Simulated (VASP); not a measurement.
Wanted: the native input for a VASP 6.6.1 run.

```yaml
Task: single point
Functional: PBE
Potentials_or_basis: VASP PAW PBE potentials, release 64 (Hf_pv, B)
Cutoff: 520 eV
k_mesh: 13 × 13 × 11
Occupations: fermi-dirac, width 0.05 eV
Spin: no spin polarisation
Dipole_correction: no
Further_INCAR_settings: ALGO = Normal; EDIFF = 1e-07; NBANDS = 15
```

The structure of HfB2 lies in POSCAR:

```
HfB2
1.0
    3.1086000995      0.0000000000      0.0000000000
   -1.5543000498      2.6921266564      0.0000000000
    0.0000000000      0.0000000000      3.4800000000
Hf B
1 2
Direct
    0.0000000000      0.0000000000      0.0000000000
    0.3333333333      0.6666666667      0.5000000000
    0.6666666667      0.3333333333      0.5000000000
```

This cell differs from its parent crystal: equal xx and yy strain of -1 %.

One way to write it, as run:

INCAR

```
ALGO = Normal ; EDIFF = 1E-7
ENCUT = 520 ; GGA = PE
ISIF = 2 ; ISMEAR = -1
LASPH = T ; LCHARG = F
LREAL = F ; LWAVE = F
NBANDS = 15 ; NELM = 60
PREC = Accurate ; SIGMA = 0.05
```

KPOINTS

```
k-points
0
Gamma
  13 13 11
```

Potentials or basis: VASP PAW PBE potentials, release 64 (Hf_pv, B).

Launch:

```console
$ cat potpaw_PBE.64/Hf_pv/POTCAR potpaw_PBE.64/B/POTCAR > POTCAR
$ mpirun -np 1 vasp_std > vasp.out
```

Results of the run:

| Quantity | Value |
| --- | --- |
| Pressure | 6.6 GPa |
| Band gap on the k mesh | zero (band 8 reaches 8.58 eV, above the bottom of band 9 at 7.43 eV) |

Caveat: the cell differs from its parent crystal (equal xx and yy strain of -1 %); spin-orbit coupling is left out, which moves the levels of the heavy elements.

Wall time 44 s on 1 thread of Intel(R) Xeon(R) Platinum 8259CL CPU @ 2.50GHz (Skylake/Cascade Lake), on a shared host, peak memory 0.18 GiB.
